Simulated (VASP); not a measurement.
# Al in VASP: notebook, part 2 of 2

VASP 6.6.1. The steps go on from the part before.

## Step 3: Single point, LDA

Contents of INCAR:

```
PREC     = Accurate       # precision mode
ENCUT    = 520            # plane-wave cutoff, eV
EDIFF    = 1E-6           # SCF threshold, eV
ISMEAR   = 0              # smearing method
SIGMA    = 0.1            # smearing width, eV
LREAL    = Auto         
LASPH    = True           # aspherical terms in the spheres
NELM     = 80             # most SCF steps
ALGO     = Normal         # electronic algorithm
ISIF     = 2              # what is computed and relaxed
LWAVE    = False          # write WAVECAR
LCHARG   = False          # write CHGCAR
LDIPOL   = True         
IDIPOL   = 3            
DIPOL    = 0.5 0.5 0.321
NBANDS   = 40             # bands
```

Contents of KPOINTS:

```
Automatic mesh
0
Gamma
  5 4 1
```

Contents of POSCAR:

```
Al
1.0
    5.6343731020      0.0000000000      0.0000000000
    0.0000000000      7.9682068563      0.0000000000
    0.0000000000      0.0000000000     19.6723116275
Al
17
Direct
    0.2500000000      0.2500000000      0.2033314679
    0.2500000000      0.7500000000      0.2033314679
    0.7500000000      0.2500000000      0.2033314679
    0.7500000000      0.7500000000      0.2033314679
    0.0000000000      0.0000000000      0.2749343025
    0.0000000000      0.5000000000      0.2749343025
    0.5000000000      0.0000000000      0.2749343025
    0.5000000000      0.5000000000      0.2749343025
    0.2500000000      0.2500000000      0.3484027381
    0.2500000000      0.7500000000      0.3484027381
    0.7500000000      0.2500000000      0.3484027381
    0.7500000000      0.7500000000      0.3484027381
    0.0000000000      0.0000000000      0.4154220298
    0.0000000000      0.5000000000      0.4154220298
    0.5000000000      0.0000000000      0.4154220298
    0.5000000000      0.5000000000      0.4154220298
    0.2500000000      0.2500000000      0.4842608620
```

Potentials or basis: VASP PAW LDA potentials, release 64 (Al).

On the command line:

```bash
cat potpaw_LDA.64/Al/POTCAR > POTCAR
mpirun -np 1 vasp_std > vasp.out
```

Wall time 12 min (1 thread of Intel Xeon Platinum 8259CL at 2.50GHz (Skylake/Cascade Lake), shared host); peak memory 0.63 GiB.

It converged, with:

```yaml
Free_energy: -64.6919 eV
Largest_force: 0.684 eV/Å
Band_gap_on_the_k_mesh: zero (an odd number of electrons rules out a gap without spin polarisation)
```

Forces in eV/Å, atoms in the order of the input:
```
Al   0.000  0.000  0.260
Al   0.000  0.000  0.278
Al   0.000  0.000  0.175
Al   0.000  0.000  0.217
Al  -0.078  0.014 -0.252
Al  -0.078 -0.014 -0.252
Al   0.078  0.014 -0.252
Al   0.078 -0.014 -0.252
Al   0.000  0.000 -0.684
Al   0.000  0.000  0.210
Al   0.000  0.000 -0.178
Al   0.000  0.000  0.055
Al  -0.197  0.007  0.166
Al  -0.197 -0.007  0.166
Al   0.197  0.007  0.166
Al   0.197 -0.007  0.166
Al   0.000  0.000  0.013
```

Levels at points of the mesh, in eV from the Fermi level:
| k point | band 22 | band 23 | band 24 | band 25 | band 26 | band 27 | band 28 | band 29 | band 30 | band 31 |
| --- | --- | --- | --- | --- | --- | --- | --- | --- | --- | --- |
| (0.00, 0.00, 0.00) | -1.09 | -0.75 | -0.71 | -0.65 | -0.38 | -0.05 | 0.06 | 0.82 | 0.93 | 1.53 |
| (0.00, 0.50, 0.00) | -0.96 | -0.95 | -0.86 | -0.46 | -0.41 | 0.14 | 0.19 | 0.30 | 0.91 | 0.99 |

## Step 4: Relaxation of the atoms, LDA

Contents of INCAR:

```
SYSTEM = Al
  ALGO = Fast
  DIPOL = 0.5 0.5 0.324
  EDIFF = 1E-6
  EDIFFG = -0.025
  ENCUT = 520
  IBRION = 2
  IDIPOL = 3
  ISIF = 2
  ISMEAR = 0
  KPAR = 4
  LASPH = .True.
  LCHARG = .False.
  LDIPOL = .True.
  LREAL = Auto
  LWAVE = .False.
  NELM = 80
  NSW = 36
  PREC = Accurate
  SIGMA = 0.1
```

Contents of KPOINTS:

```
k-points
0
Gamma
  5 4 1
  0 0 0
```

Contents of POSCAR:

```
Al
1.0
    5.6343731020      0.0000000000      0.0000000000
    0.0000000000      7.9682068563      0.0000000000
    0.0000000000      0.0000000000     19.6723116275
Al
17
Selective dynamics
Direct
    0.2500000000      0.2500000000      0.2033314679  F F F
    0.2500000000      0.7500000000      0.2033314679  F F F
    0.7500000000      0.2500000000      0.2033314679  F F F
    0.7500000000      0.7500000000      0.2033314679  F F F
    0.0000000000      0.0000000000      0.2749343025  F F F
    0.0000000000      0.5000000000      0.2749343025  F F F
    0.5000000000      0.0000000000      0.2749343025  F F F
    0.5000000000      0.5000000000      0.2749343025  F F F
    0.2500000000      0.2500000000      0.3484027381  F F F
    0.2500000000      0.7500000000      0.3484027381  F F F
    0.7500000000      0.2500000000      0.3484027381  F F F
    0.7500000000      0.7500000000      0.3484027381  F F F
    0.0000000000      0.0000000000      0.4154220298  F F F
    0.0000000000      0.5000000000      0.4154220298  F F F
    0.5000000000      0.0000000000      0.4154220298  F F F
    0.5000000000      0.5000000000      0.4154220298  F F F
    0.0000000000      0.0000000000      0.5384375679  F F T
```

Potentials or basis: VASP PAW LDA potentials, release 64 (Al).

On the command line:

```bash
cat potpaw_LDA.64/Al/POTCAR > POTCAR
mpirun -np 4 vasp_std > vasp.out
```

OUTCAR:

```text
SYSTEM = Al
   EDIFF = 1E-6
   EDIFFG = -0.025
   ENCUT = 520
   IBRION = 2
   ISIF = 2
   ISMEAR = 0
   LASPH = .True.
   LREAL = Auto
   NELM = 80
   NSW = 36
   PREC = Accurate

 ion  position               nearest neighbor table
   1  0.250  0.250  0.203-   3 2.82   3 2.82   6 2.82   7 2.82   8 2.82   5 2.82   9 2.85
   2  0.250  0.750  0.203-   4 2.82   4 2.82   6 2.82   7 2.82   8 2.82   5 2.82  10 2.85
   3  0.750  0.250  0.203-   1 2.82   1 2.82   6 2.82   7 2.82   8 2.82   5 2.82  11 2.85
   4  0.750  0.750  0.203-   2 2.82   2 2.82   6 2.82   7 2.82   8 2.82   5 2.82  12 2.85
   5  0.000  0.000  0.275-  13 2.76   7 2.82   7 2.82   4 2.82   1 2.82   2 2.82   3 2.82  11 2.84
                            12 2.84   9 2.84  10 2.84
   6  0.000  0.500  0.275-  14 2.76   8 2.82   8 2.82   4 2.82   1 2.82   2 2.82   3 2.82  11 2.84
                            12 2.84   9 2.84  10 2.84
   7  0.500  0.000  0.275-  15 2.76   5 2.82   5 2.82   4 2.82   1 2.82   2 2.82   3 2.82  11 2.84
[... 456 lines left out ...]
 fundamental gap:      0.0306336014
 Fermi energy:        -0.2769085014

 k-point     1 :       0.0000    0.0000    0.0000
  band No.  band energies     occupation
      1     -10.7619      2.00000
      2      -8.5439      2.00000
      3      -8.4432      2.00000
      4      -8.2763      2.00000
      5      -6.2742      2.00000
      6      -6.1948      2.00000
[... 322 lines left out ...]
     33       1.2646      0.00000
     34       1.6395      0.00000

------------------------ aborting loop because EDIFF is reached ----------------------------------------

 vacuum level on the upper side and lower side of the slab       (xc-potential included)        -0.335        -0.036

  FORCE on cell =-STRESS in cart. coord.  units (eV):
  Direction    XX          YY          ZZ          XY          YZ          ZX
  --------------------------------------------------------------------------------------
  -------------------------------------------------------------------------------------
  Total      -11.3433084     -4.7050156     -0.7240198      0.0000000      0.0000000      0.0000000
  in kB      -20.5773158     -8.5351283     -1.3134074      0.0000000      0.0000000      0.0000000
  external PRESSURE =     -10.1419505 kB  Pullay stress =       0.0000000 kB
[... 32 lines left out ...]
  FREE ENERGIE OF THE ION-ELECTRON SYSTEM (eV)
  ---------------------------------------------------
  free  energy   TOTEN  =       -63.3098640316 eV

  energy  without entropy=      -63.2592383722  energy(sigma->0) =      -63.28455120

 reached required accuracy - stopping structural energy minimisation

 vacuum level on the upper side and lower side of the slab         3.548         3.820
```

It took 11 min on 4 MPI ranks of Oxide Virtual Turin-like, shared host; peak memory 0.68 GiB.

What came out:

| Quantity | Value |
| --- | --- |
| Free energy | -63.3099 eV |
| Energy gained by relaxing | 5.1 meV/atom |
| Ionic steps | 5 |
| Band gap on the k mesh | zero (an odd number of electrons rules out a gap without spin polarisation) |

The path:
```csv
step,energy change (eV),largest force on free atoms (eV/Å),pressure (GPa)
1,0.0000,1.0713,-0.85
2,-0.0454,0.6985,-0.91
3,-0.0841,0.1296,-0.99
4,-0.0858,0.0262,-1.01
5,-0.0859,0.0024,-1.01
```

Final structure:
```
Al
1.0
     5.63437    0.00000    0.00000
     0.00000    7.96821    0.00000
     0.00000    0.00000   19.67231
Al
17
Direct
  0.25000 0.25000 0.20333
  0.25000 0.75000 0.20333
  0.75000 0.25000 0.20333
  0.75000 0.75000 0.20333
  0.00000 0.00000 0.27493
  0.00000 0.50000 0.27493
  0.50000 0.00000 0.27493
  0.50000 0.50000 0.27493
  0.25000 0.25000 0.34840
  0.25000 0.75000 0.34840
  0.75000 0.25000 0.34840
  0.75000 0.75000 0.34840
  0.00000 0.00000 0.41542
  0.00000 0.50000 0.41542
  0.50000 0.00000 0.41542
  0.50000 0.50000 0.41542
  0.00000 0.00000 0.54740
```

## Step 5: Overview

```csv
task,cell,gap on the mesh (eV),largest force (eV/Å)
single point,"as given, atomic positions A",none,0.36
single point,"as given, atomic positions B",none,0.68
relaxation of the atoms,"atoms relaxed, atomic positions C",none,-
```

Alike in all rows: level LDA; potentials or basis VASP PAW LDA potentials, release 64 (Al); no spin polarisation; k mesh 5 × 4 × 1; cutoff (eV) 520; smearing gaussian 0.1 eV.

Total energies depend on the potentials used, so only differences within one code and one set of settings carry meaning.
